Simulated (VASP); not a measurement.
# GaGe (F-43m) in VASP: further runs, part 2 of 2

VASP 6.6.1.

## (3) Single point, PBEsol+U

The input, INCAR:

```
ALGO     = Normal         # electronic algorithm
EDIFF    = 1E-7           # SCF threshold, eV
ENCUT    = 520            # plane-wave cutoff, eV
GGA      = PS             # functional
ISIF     = 2              # what is computed and relaxed
ISMEAR   = 0              # smearing method
LASPH    = True           # aspherical terms in the spheres
LCHARG   = False          # write CHGCAR
LDAU     = True           # DFT+U
LDAUJ    = 0 0          
LDAUL    = 2 -1           # shell
LDAUPRINT= 1            
LDAUTYPE = 2            
LDAUU    = 4 0            # U, eV
LREAL    = False          # projectors in reciprocal space
LWAVE    = False          # write WAVECAR
NBANDS   = 20             # bands
NELM     = 150            # most SCF steps
PREC     = Accurate       # precision mode
SIGMA    = 0.1            # smearing width, eV
```

The input, KPOINTS:

```
k-points
0
Gamma
  4 4 4
```

The input, POSCAR:

```
GaGe
1.0
    0.0000000000      2.8978440000      2.8978440000
    2.8978440000      0.0000000000      2.8978440000
    2.8978440000      2.8978440000      0.0000000000
Ga Ge
1 1
Direct
    0.7500000000      0.7500000000      0.7500000000
    0.0000000000      0.0000000000      0.0000000000
```

Potentials or basis: VASP PAW PBE potentials, release 64 (Ga_d, Ge_d).

Command:

```bash
> cat potpaw_PBE.64/Ga_d/POTCAR potpaw_PBE.64/Ge_d/POTCAR > POTCAR
> mpirun -np 1 vasp_std > vasp.out
```

OUTCAR:

```text
EDIFF = 1E-7
   ENCUT = 520
   GGA = PS
   ISIF = 2
   ISMEAR = 0
   LASPH = True
   LREAL = False
   NELM = 150
   PREC = Accurate

 ion  position               nearest neighbor table
   1  0.750  0.750  0.750-   2 2.51   2 2.51   2 2.51   2 2.51
   2  0.000  0.000  0.000-   1 2.51   1 2.51   1 2.51   1 2.51

  LATTYP: Found a face centered cubic cell.
 ALAT       =     5.7956880000

  Lattice vectors:

 A1 = (   0.0000000000,   2.8978440000,   2.8978440000)
[... 388 lines left out ...]
------------------------ aborting loop because EDIFF is reached ----------------------------------------

  FORCE on cell =-STRESS in cart. coord.  units (eV):
  Direction    XX          YY          ZZ          XY          YZ          ZX
  --------------------------------------------------------------------------------------
  -------------------------------------------------------------------------------------
  Total       -1.1642470     -1.1642470     -1.1642470      0.0000000     -0.0000000      0.0000000
  in kB      -38.3266379    -38.3266379    -38.3266379      0.0000000     -0.0000000      0.0000000
  external PRESSURE =     -38.3266379 kB  Pullay stress =       0.0000000 kB

 VOLUME and BASIS-vectors are now :
 -----------------------------------------------------------------------------
  energy-cutoff  :      520.00
  volume of cell :       48.67
      direct lattice vectors                 reciprocal lattice vectors
     0.000000000  2.897844000  2.897844000    -0.172542069  0.172542069  0.172542069
     2.897844000  0.000000000  2.897844000     0.172542069 -0.172542069  0.172542069
     2.897844000  2.897844000  0.000000000     0.172542069  0.172542069 -0.172542069

 POSITION                                       TOTAL-FORCE (eV/Angst)
 -----------------------------------------------------------------------------------
      4.34677      4.34677      4.34677        -0.000000     -0.000000     -0.000000
      0.00000      0.00000      0.00000         0.000000      0.000000      0.000000
 -----------------------------------------------------------------------------------
    total drift:                               -0.000001     -0.000001     -0.000001

  FREE ENERGIE OF THE ION-ELECTRON SYSTEM (eV)
  ---------------------------------------------------
  free  energy   TOTEN  =        -7.8442391742 eV

  energy  without entropy=       -7.8308978668  energy(sigma->0) =       -7.83756852
```

Wall time 21 s (1 thread of Intel Xeon 8259CL, shared host); peak memory 0.16 GiB.

Results:

```yaml
Free_energy: -7.8442 eV
Pressure: -3.8 GPa
```

Eigenvalues of the final occupation matrices:
| site | spin | trace | eigenvalues |
| --- | --- | --- | --- |
| site 1 d | 1 | 5.00 | 1.00 1.00 1.00 1.00 1.00 |
| site 1 d | 2 | 5.00 | 1.00 1.00 1.00 1.00 1.00 |

Caveat: the k points lie up to 0.47 Å⁻¹ apart; the PAW data sets were made with another functional, which shifts forces and pressure a little; U without spin polarisation on a metal has little footing; the U is typed as a test and isn't derived for this compound.

## (4) Single point, PBEsol, collinear spin, ferromagnetic start

This run uses another cell than the first one, of 34.31 Å³/atom, 1.410 times its volume.

The input, INCAR:

```
  PREC = Accurate
  ENCUT = 520
  EDIFF = 1E-6
  ISMEAR = 0
  SIGMA = 0.1
  LREAL = False
  LASPH = True
  NELM = 150
  ALGO = Normal
  ISIF = 2
  LWAVE = False
  LCHARG = True
  ISPIN = 2
  MAGMOM = 0.09 0.2
  LORBIT = 11
  GGA = PS
  LELF = True
  LVHAR = True
  NBANDS = 24
```

The input, KPOINTS:

```
Automatic mesh
0
Gamma
  2 2 2
```

The input, POSCAR:

```
GaGe
1.0
    0.0000000000      3.2494862720      3.2494862720
    3.2494862720      0.0000000000      3.2494862720
    3.2494862720      3.2494862720      0.0000000000
Ga Ge
1 1
Direct
    0.7500000000      0.7500000000      0.7500000000
    0.0000000000      0.0000000000      0.0000000000
```

Command:

```bash
> cat potpaw_PBE.64/Ga_d/POTCAR potpaw_PBE.64/Ge_d/POTCAR > POTCAR
> mpirun -np 1 vasp_std > vasp.out
```

Wall time 48 s (1 thread of Intel Xeon 8259CL, shared host); peak memory 0.23 GiB.

It converged, with:

- Free energy: -5.5669 eV
- Pressure: -4.3 GPa
- Net moment: 0.50 μB per cell
- Site moments: Ga +0.07; Ge +0.17 μB
- Valence electrons inside the program's atomic spheres: Ga 11.45; Ge 12.16

Levels at points of the mesh, in eV from the Fermi level:
Spin up:
| k point | band 10 | band 11 | band 12 | band 13 | band 14 | band 15 | band 16 | band 17 | band 18 | band 19 |
| --- | --- | --- | --- | --- | --- | --- | --- | --- | --- | --- |
| (0.00, 0.00, 0.00) | -14.71 | -9.49 | -1.28 | 0.61 | 0.61 | 0.61 | 3.06 | 3.06 | 3.06 | 5.92 |
| (0.50, 0.00, 0.00) | -14.71 | -8.28 | -5.16 | -0.28 | -0.28 | 0.26 | 3.97 | 3.97 | 6.77 | 8.01 |
| (0.50, 0.50, 0.00) | -14.71 | -7.65 | -5.71 | -1.38 | -1.38 | 1.50 | 1.63 | 7.54 | 7.54 | 8.63 |
Spin down:
| k point | band 8 | band 9 | band 10 | band 11 | band 12 | band 13 | band 14 | band 15 | band 16 | band 17 |
| --- | --- | --- | --- | --- | --- | --- | --- | --- | --- | --- |
| (0.00, 0.00, 0.00) | -14.72 | -14.70 | -14.70 | -9.24 | -1.11 | 0.91 | 0.91 | 0.91 | 3.25 | 3.25 |
| (0.50, 0.00, 0.00) | -14.71 | -14.70 | -14.70 | -8.02 | -4.95 | 0.00 | 0.00 | 0.44 | 4.17 | 4.17 |
| (0.50, 0.50, 0.00) | -14.71 | -14.70 | -14.70 | -7.37 | -5.52 | -1.11 | -1.11 | 1.70 | 1.77 | 7.74 |

Caveat: the k points lie up to 0.84 Å⁻¹ apart; the PAW data sets were made with another functional, which shifts forces and pressure a little.

## (5) Single point, revPBE

The input, INCAR:

```
SYSTEM = GaGe
PREC = Accurate
ENCUT = 500
EDIFF = 1E-6
ISMEAR = 0
SIGMA = 0.1
LREAL = .False.
LASPH = .True.
NELM = 120
ALGO = Normal
ISIF = 2
LWAVE = .False.
LCHARG = .True.
GGA = RE
LELF = .True.
LVHAR = .True.
NBANDS = 20
ISYM = 0
GGA_COMPAT = .False.
```

The input, KPOINTS:

```
Automatic mesh
0
Gamma
  1 4 1
  0 0 0
```

The input, POSCAR:

```
GaGe
1.0
    0.0000000000      2.8978440000      2.8978440000
    2.8978440000      0.0000000000      2.8978440000
    2.8978440000      2.8978440000      0.0000000000
Ga Ge
1 1
Direct
    0.7500000000      0.7500000000      0.7500000000
    0.0000000000      0.0000000000      0.0000000000
```

Command:

```bash
> cat potpaw_PBE.64/Ga_d/POTCAR potpaw_PBE.64/Ge_d/POTCAR > POTCAR
> mpirun -np 1 vasp_std > vasp.out
```

It took 7.8 s on 1 thread of Intel Xeon 6975P-C, shared host; peak memory 0.16 GiB.

The run converged, but its numbers aren't listed here, since they failed a check.

Caveat: the k points lie up to 1.88 Å⁻¹ apart; the PAW data sets were made with another functional, which shifts forces and pressure a little.

## (6) The runs side by side

| level | spin | U | cell | k mesh | gap on the mesh (eV) | pressure (GPa) |
| --- | --- | --- | --- | --- | --- | --- |
| PBE | off | - | a = 4.098 Å, angles 60.0°, 2 atoms | 4 × 4 × 4 | none | -0.4 |
| PBEsol+U | off | Ga d U = 4.0 eV | a = 4.098 Å, angles 60.0°, 2 atoms | 4 × 4 × 4 | none | -3.8 |
| PBEsol | collinear, ferromagnetic start | - | a = 4.595 Å, angles 60.0°, 2 atoms | 2 × 2 × 2 | none | -4.3 |

Alike in all rows: task single point; potentials or basis VASP PAW PBE potentials, release 64 (Ga_d, Ge_d); cutoff (eV) 520; smearing gaussian 0.1 eV.

Caveats: all runs use coarse meshes; the PAW data sets were made with another functional, which shifts forces and pressure a little (some runs); U without spin polarisation on a metal has little footing (some runs); the U is typed as a test and isn't derived for this compound (some runs).

Absolute energies hang on the potentials; compare differences alone.
